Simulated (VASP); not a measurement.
# Pb (Fm-3m) in VASP: single point with LDA

Aim: the single point of Pb with LDA.

All numbers are computed with VASP 6.6.1; they aren't measurements. Logs are shortened: lines on timing, memory, paths and dates and some standing lists are left out, and cuts for length are marked.

### Step 1. The cell of the first run

The structure is cubic, space group Fm-3m (No. 225). Conventional cell: a = 4.879 Å, b = 4.879 Å, c = 4.879 Å, α = 90.00°, β = 90.00°, γ = 90.00°. Within 4.5 Å of Pb (site symmetry m-3m) lie 12 Pb at 3.45 Å.

### Step 2. Single point, LDA

Input file INCAR:

```
SYSTEM = Pb
  PREC = Accurate
  ENCUT = 520
  EDIFF = 1E-6
  ISMEAR = 0
  SIGMA = 0.05
  LREAL = .FALSE.
  LASPH = .TRUE.
  NELM = 100
  ALGO = Normal
  ISIF = 2
  LWAVE = .FALSE.
  LCHARG = .FALSE.
  GGA = CA
  NBANDS = 13
```

Input file KPOINTS:

```
regular mesh
0
G
  14 14 14
  0 0 0
```

Input file POSCAR:

```
Pb
1.0
    0.0000000000      2.4397252392      2.4397252392
    2.4397252392      0.0000000000      2.4397252392
    2.4397252392      2.4397252392      0.0000000000
Pb
1
Direct
    0.0000000000      0.0000000000      0.0000000000
```

Potentials or basis: VASP PAW LDA potentials, release 64 (Pb_d).

Launch:

```sh
cat potpaw_LDA.64/Pb_d/POTCAR > POTCAR
mpirun -np 1 vasp_std > vasp.out
```

OUTCAR:

```text
SYSTEM = Pb
   PREC = Accurate
   ENCUT = 520
   EDIFF = 1E-6
   ISMEAR = 0
   LREAL = .FALSE.
   LASPH = .TRUE.
   NELM = 100
   ISIF = 2
   GGA = CA

 ion  position               nearest neighbor table
   1  0.000  0.000  0.000-

  LATTYP: Found a face centered cubic cell.
 ALAT       =     4.8794504784

  Lattice vectors:

 A1 = (   0.0000000000,   2.4397252392,   2.4397252392)
 A2 = (   2.4397252392,   0.0000000000,   2.4397252392)
 A3 = (   2.4397252392,   2.4397252392,   0.0000000000)

Analysis of symmetry for initial positions (statically):
=====================================================================
 Subroutine PRICEL returns:
 Original cell was already a primitive cell.

 Routine SETGRP: Setting up the symmetry group for a
 face centered cubic supercell.

 Subroutine GETGRP returns: Found 48 space group operations
 (whereof 48 operations were pure point group operations)
 out of a pool of 48 trial point group operations.

The static configuration has the point symmetry O_h .

Analysis of symmetry for dynamics (positions and initial velocities):
=====================================================================
 Subroutine PRICEL returns:
 Original cell was already a primitive cell.

 Routine SETGRP: Setting up the symmetry group for a
 face centered cubic supercell.

 Subroutine GETGRP returns: Found 48 space group operations
 (whereof 48 operations were pure point group operations)
 out of a pool of 48 trial point group operations.

The dynamic configuration has the point symmetry O_h .

 Subroutine INISYM returns: Found 48 space group operations
 (whereof 48 operations are pure point group operations),
 and found     1 'primitive' translations

----------------------------------------------------------------------------------------

                                     Primitive cell

  volume of cell :      29.0438

  direct lattice vectors                    reciprocal lattice vectors
     0.000000000  2.439725239  2.439725239    -0.204941111  0.204941111  0.204941111
     2.439725239  0.000000000  2.439725239     0.204941111 -0.204941111  0.204941111
     2.439725239  2.439725239  0.000000000     0.204941111  0.204941111 -0.204941111

  length of vectors
     3.450292522  3.450292522  3.450292522     0.354968416  0.354968416  0.354968416

  position of ions in fractional coordinates (direct lattice)
     0.000000000  0.000000000  0.000000000

  ion indices of the primitive-cell ions
   primitive index   ion index
                 1           1

----------------------------------------------------------------------------------------

 KPOINTS: regular mesh

Automatic generation of k-mesh.
 Grid dimensions read from file:
 generate k-points for:   14   14   14

 Generating k-lattice:

  Cartesian coordinates                     Fractional coordinates (reciprocal lattice)
    -0.014638651  0.014638651  0.014638651     0.071428571  0.000000000  0.000000000
     0.014638651 -0.014638651  0.014638651     0.000000000  0.071428571  0.000000000
     0.014638651  0.014638651 -0.014638651     0.000000000  0.000000000  0.071428571

  Length of vectors
     0.025354887  0.025354887  0.025354887

  Shift w.r.t. Gamma in fractional coordinates (k-lattice)
     0.000000000  0.000000000  0.000000000

 Subroutine IBZKPT returns following result:
 ===========================================

 Found    104 irreducible k-points:

 Following reciprocal coordinates:
            Coordinates               Weight
  0.000000  0.000000  0.000000      1.000000
  0.071429  0.000000  0.000000      8.000000
  0.142857  0.000000  0.000000      8.000000
  0.214286  0.000000  0.000000      8.000000
  0.285714  0.000000  0.000000      8.000000
  0.357143  0.000000  0.000000      8.000000
[... 16 lines left out ...]
  0.214286  0.142857  0.000000     24.000000
  0.285714  0.142857  0.000000     24.000000
 [... further k-points ...]
   k-points           NKPTS =    104   k-points in BZ     NKDIM =    104   number of bands    NBANDS=     13
   number of dos      NEDOS =    301   number of ions     NIONS =      1
   total plane-waves  NPLWV =  21952
   dimension x,y,z NGX =    28 NGY =   28 NGZ =   28
   dimension x,y,z NGXF=    56 NGYF=   56 NGZF=   56
   ions per type =               1
   NGX,Y,Z   is equivalent  to a cutoff of  13.49, 13.49, 13.49 a.u.
   NGXF,Y,Z  is equivalent  to a cutoff of  26.98, 26.98, 26.98 a.u.
 SYSTEM =  Pb
   PREC   = accura    normal or accurate (medium, high low for compatibility)
   ISTART =      0    job   : 0-new  1-cont  2-samecut
   ICHARG =      2    charge: 1-file 2-atom 10-const
   ISPIN  =      1    spin polarized calculation?
   LNONCOLLINEAR =      F non collinear calculations
   LSORBIT =      F    spin-orbit coupling
   LASPH  =      T    aspherical Exc in radial PAW
   ENCUT  =  520.0 eV  38.22 Ry    6.18 a.u.   6.42  6.42  6.42*2*pi/ulx,y,z
   NELM   =    100;   NELMIN=  2; NELMDL= -5     # of ELM steps
   EDIFF  = 0.1E-05   stopping-criterion for ELM
   LREAL  =      F    real-space projection
   EDIFFG = 0.1E-04   stopping-criterion for IOM
   NSW    =      0    number of steps for IOM
   IBRION =     -1    ionic relax: 0-MD 1-quasi-New 2-CG
   NFREE  =      0    steps in history (QN), initial steepest desc. (CG)
   ISIF   =      2    stress and relaxation
   ISYM   =      2    0-nonsym 1-usesym 2-fastsym
   POTIM  = 0.5000    time-step for ionic-motion
   TEBEG  =    0.0;   TEEND  =   0.0 temperature during run
   PSTRESS=    0.0 pullay stress
   NELECT =      14.0000    total number of electrons
   NUPDOWN=      -1.0000    fix difference up-down
   EMIN   =  10.00;   EMAX   =-10.00  energy-range for DOS
   EFERMI =   0.00;   METHOD = LEGACY
   ISMEAR =     0;   SIGMA  =   0.05  broadening in eV -4-tet -1-fermi 0-gaus
   EFERMI_NEDOS =   21; number of points for ismear=-14 and -15
   IALGO  =     38    algorithm
   IMIX   =      4    mixing-type and parameters
     AMIX     =   0.40;   BMIX     =  1.00
     AMIX_MAG =   1.60;   BMIX_MAG =  1.00
  volume/ion in A,a.u.               =      29.04       196.00
  Fermi-wavevector in a.u.,A,eV,Ry     =   1.283610  2.425672 22.417719  1.647656
  Thomas-Fermi vector in A             =   2.415853
   LORBIT       =      0    0 simple, 1 ext, 2 COOP (PROOUT), +10 PAW based schemes
   GGA     = CA    functional components
   LHFCALC =     F    Hartree Fock is set to
   AEXX    =    0.0000 exact exchange contribution
   IVDW    =     0    specifies the selected vdW correction
   LEPSILON=     F    determine dielectric tensor
   LRPA    =     F    only Hartree local field effects (RPA)
 non-spin polarized calculation
 Gauss-broadening in eV      SIGMA  =   0.05
  energy-cutoff  :      520.00
  volume of cell :       29.04
 maximum number of plane-waves:       801
 NGX is ok and might be reduce to    28
   NGX = 13   NGY = 13   NGZ = 13

 number of electron      13.9999999 magnetization

 Free energy of the ion-electron system (eV)
  ---------------------------------------------------
  ext. energy  EPLUGINS =         0.00000000
  ---------------------------------------------------
  free energy    TOTEN  =        -4.25698356 eV

  energy without entropy =       -4.25647351  energy(sigma->0) =       -4.25672853

 E-fermi :   7.5553     XC(G=0): -10.6626

 val. band max:        7.5337854490   @ k =  -0.2857   0.2857   0.0714
 cond. band min:       7.6037094517   @ k =   0.3571   0.2143   0.0000
 fundamental gap:      0.0699240027
 Fermi energy:         7.5552616310

 k-point     1 :       0.0000    0.0000    0.0000
  band No.  band energies     occupation
      1      -9.5392      2.00000
      2      -9.5392      2.00000
      3      -9.5392      2.00000
      4      -9.3764      2.00000
      5      -9.3764      2.00000
      6      -4.5623      2.00000
      7      15.1969      0.00000
      8      15.1969      0.00000
      9      15.1969      0.00000
     10      17.3523      0.00000
     11      19.5255      0.00000
     12      20.3424      0.00000
     13      20.3424      0.00000

 k-point     2 :       0.0714    0.0000    0.0000
  band No.  band energies     occupation
      1      -9.5397      2.00000
      2      -9.5308      2.00000
      3      -9.5308      2.00000
      4      -9.3772      2.00000
      5      -9.3772      2.00000
      6      -4.4597      2.00000
      7      13.9811      0.00000
      8      15.0692      0.00000
      9      15.0692      0.00000
     10      17.1585      0.00000
     11      19.9778      0.00000
     12      20.5672      0.00000
     13      20.5672      0.00000

 k-point     3 :       0.1429    0.0000    0.0000
  band No.  band energies     occupation
      1      -9.5418      2.00000
      2      -9.5114      2.00000
      3      -9.5114      2.00000
      4      -9.3744      2.00000
      5      -9.3744      2.00000
      6      -4.1510      2.00000
      7      11.7432      0.00000
      8      14.7429      0.00000
      9      14.7429      0.00000
     10      16.9406      0.00000
     11      20.5311      0.00000
     12      21.1005      0.00000
     13      21.1039      0.00000

 k-point     4 :       0.2143    0.0000    0.0000
  band No.  band energies     occupation
      1      -9.5476      2.00000
      2      -9.4983      2.00000
      3      -9.4983      2.00000
      4      -9.3550      2.00000
      5      -9.3550      2.00000
      6      -3.6365      2.00000
      7       9.4323      0.00000
      8      14.3271      0.00000
      9      14.3271      0.00000
     10      16.7790      0.00000
     11      19.7246      0.00000
     12      20.4955      0.00000
     13      20.4955      0.00000

 k-point     5 :       0.2857    0.0000    0.0000
  band No.  band energies     occupation
      1      -9.5571      2.00000
      2      -9.5016      2.00000
      3      -9.5016      2.00000
      4      -9.3148      2.00000
      5      -9.3148      2.00000
      6      -2.9256      2.00000
      7       7.2589      2.00000
      8      13.9135      0.00000
      9      13.9135      0.00000
     10      16.6946      0.00000
     11      18.8490      0.00000
     12      19.8522      0.00000
     13      19.8522      0.00000

 k-point     6 :       0.3571    0.0000    0.0000
  band No.  band energies     occupation
      1      -9.5681      2.00000
      2      -9.5128      2.00000
      3      -9.5128      2.00000
      4      -9.2694      2.00000
      5      -9.2694      2.00000
      6      -2.0557      2.00000
      7       5.3214      2.00000
      8      13.5688      0.00000
      9      13.5688      0.00000
     10      16.6942      0.00000
     11      18.1499      0.00000
     12      19.3849      0.00000
     13      19.3849      0.00000

 k-point     7 :       0.4286    0.0000    0.0000
  band No.  band energies     occupation
      1      -9.5770      2.00000
      2      -9.5229      2.00000
      3      -9.5229      2.00000
      4      -9.2355      2.00000
      5      -9.2355      2.00000
      6      -1.1579      2.00000
      7       3.7759      2.00000
      8      13.3415      0.00000
      9      13.3415      0.00000
     10      16.7672      0.00000
     11      17.6560      0.00000
     12      19.1058      0.00000
     13      19.1058      0.00000
[... 193 lines left out ...]
 k-point    20 :      -0.1429    0.0714    0.0000
  band No.  band energies     occupation
      1      -9.5460      2.00000
      2      -9.4985      2.00000
      3      -9.4962      2.00000
      4      -9.3911      2.00000
      5      -9.3518      2.00000
      6      -3.9109      2.00000
      7      10.9506      0.00000
      8      13.1289      0.00000
      9      15.1980      0.00000
     10      17.3646      0.00000
     11      19.5730      0.00000
     12      20.3557      0.00000
     13      20.6202      0.00000

 k-point    21 :      -0.0714    0.0714    0.0000
  band No.  band energies     occupation
      1      -9.5436      2.00000
      2      -9.5203      2.00000
      3      -9.5126      2.00000
      4      -9.3867      2.00000
      5      -9.3682      2.00000
      6      -4.2884      2.00000
      7      12.9781      0.00000
      8      13.9059      0.00000
      9      15.3106      0.00000
     10      17.2299      0.00000
     11      19.9762      0.00000
     12      20.4449      0.00000
     13      20.8786      0.00000

 k-point    22 :       0.1429    0.1429    0.0000
  band No.  band energies     occupation
      1      -9.5754      2.00000
      2      -9.4763      2.00000
      3      -9.4763      2.00000
      4      -9.4160      2.00000
      5      -9.3500      2.00000
      6      -4.0145      2.00000
      7      12.7974      0.00000
      8      13.3973      0.00000
      9      13.3973      0.00000
     10      16.2364      0.00000
     11      18.2274      0.00000
     12      22.3915      0.00000
     13      22.6408      0.00000

 k-point    23 :       0.2143    0.1429    0.0000
  band No.  band energies     occupation
      1      -9.5867      2.00000
      2      -9.4579      2.00000
      3      -9.4497      2.00000
      4      -9.4228      2.00000
      5      -9.3321      2.00000
      6      -3.6376      2.00000
      7      10.9722      0.00000
      8      12.8147      0.00000
      9      13.1918      0.00000
     10      16.3063      0.00000
     11      17.3254      0.00000
     12      22.1189      0.00000
     13      22.9254      0.00000

 k-point    24 :       0.2857    0.1429    0.0000
  band No.  band energies     occupation
      1      -9.5880      2.00000
      2      -9.4730      2.00000
      3      -9.4404      2.00000
      4      -9.3933      2.00000
      5      -9.2976      2.00000
      6      -3.0592      2.00000
      7       8.8442      0.00000
      8      12.3776      0.00000
      9      12.6975      0.00000
     10      16.1110      0.00000
     11      17.7723      0.00000
     12      21.7361      0.00000
     13      22.1759      0.00000

 [... further k-points ...]
[... 5 lines left out ...]
  --------------------------------------------------------------------------------------
  -------------------------------------------------------------------------------------
  Total        0.0203166      0.0203166      0.0203166     -0.0000000      0.0000000     -0.0000000
  in kB        1.1207484      1.1207484      1.1207484     -0.0000000      0.0000000     -0.0000000
  external PRESSURE =       1.1207484 kB  Pullay stress =       0.0000000 kB

 VOLUME and BASIS-vectors are now :
 -----------------------------------------------------------------------------
  energy-cutoff  :      520.00
  volume of cell :       29.04
      direct lattice vectors                 reciprocal lattice vectors
     0.000000000  2.439725239  2.439725239    -0.204941111  0.204941111  0.204941111
     2.439725239  0.000000000  2.439725239     0.204941111 -0.204941111  0.204941111
     2.439725239  2.439725239  0.000000000     0.204941111  0.204941111 -0.204941111

 POSITION                                       TOTAL-FORCE (eV/Angst)
 -----------------------------------------------------------------------------------
      0.00000      0.00000      0.00000        -0.000000      0.000000      0.000000
 -----------------------------------------------------------------------------------
    total drift:                               -0.000000     -0.000000     -0.000000

  FREE ENERGIE OF THE ION-ELECTRON SYSTEM (eV)
  ---------------------------------------------------
  free  energy   TOTEN  =        -4.2569835565 eV

  energy  without entropy=       -4.2564735118  energy(sigma->0) =       -4.25672853
```

It took 77 s on 1 thread of AMD EPYC 7R13, shared host; peak memory 0.13 GiB.

Results:

| Item | Value |
| --- | --- |
| Free energy | -4.2570 eV |
| Pressure | 0.1 GPa |
| Band gap on the k mesh | zero (band 7 reaches 15.20 eV, above the bottom of band 8 at 5.87 eV) |

Levels at points of the mesh, in eV from the Fermi level:
```csv
k point,band 3,band 4,band 5,band 6,band 7,band 8,band 9,band 10,band 11,band 12
"(0.00, 0.00, 0.00)",-17.09,-16.93,-16.93,-12.12,7.64,7.64,7.64,9.80,11.97,12.79
"(0.50, 0.00, 0.00)",-17.08,-16.78,-16.78,-8.24,-4.47,5.71,5.71,9.28,9.89,11.46
"(0.50, 0.50, 0.00)",-16.79,-16.74,-16.74,-6.73,-3.50,2.01,2.01,5.55,6.81,18.39
```

Caveat: spin-orbit coupling is left out, which moves the levels of the heavy elements.
